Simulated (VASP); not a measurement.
**BaO: single point with PBE**

BaO:

```
Ba O
1.0
     0.00000    2.77187    2.77187
     2.77187    0.00000    2.77187
     2.77187    2.77187    0.00000
Ba O
1 1
Cartesian
  0.0000 0.0000 0.0000
  2.7719 2.7719 2.7719
```

```
Program             : VASP 6.6.1
Task                : single point
Functional          : PBE
Potentials or basis : VASP PAW PBE potentials, release 64 (Ba_sv, O)
Cutoff              : 600 eV
k mesh              : 4 × 4 × 4
Occupations         : gaussian, width 0.01 eV
Spin                : no spin polarisation
```

```yaml
Pressure: 2.8 GPa
Band_gap_on_the_k_mesh: 1.98 eV
```

Levels at points of the mesh, in eV from the valence-band top:
```csv
k point,band 5,band 6,band 7,band 8,band 9,band 10,band 11,band 12
"(0.00, 0.00, 0.00)",-10.44,-0.33,-0.33,-0.33,3.53,4.68,4.68,4.68
"(0.50, 0.00, 0.00)",-10.56,-1.99,-1.47,-1.47,4.92,7.14,7.14,8.17
"(0.50, 0.50, 0.00)",-11.01,-0.15,-0.15,0.00,1.98,5.96,8.87,9.37
```

Wall time 11 s on 1 thread of Intel(R) Xeon(R) Platinum 8375C CPU @ 2.90GHz (Ice Lake), on a shared host, peak memory 0.18 GiB.

Caveat: the k points lie up to 0.49 Å⁻¹ apart; spin-orbit coupling is left out, which moves the levels of the heavy elements. PBE gaps usually lie below the measured ones, often by a third to a half.
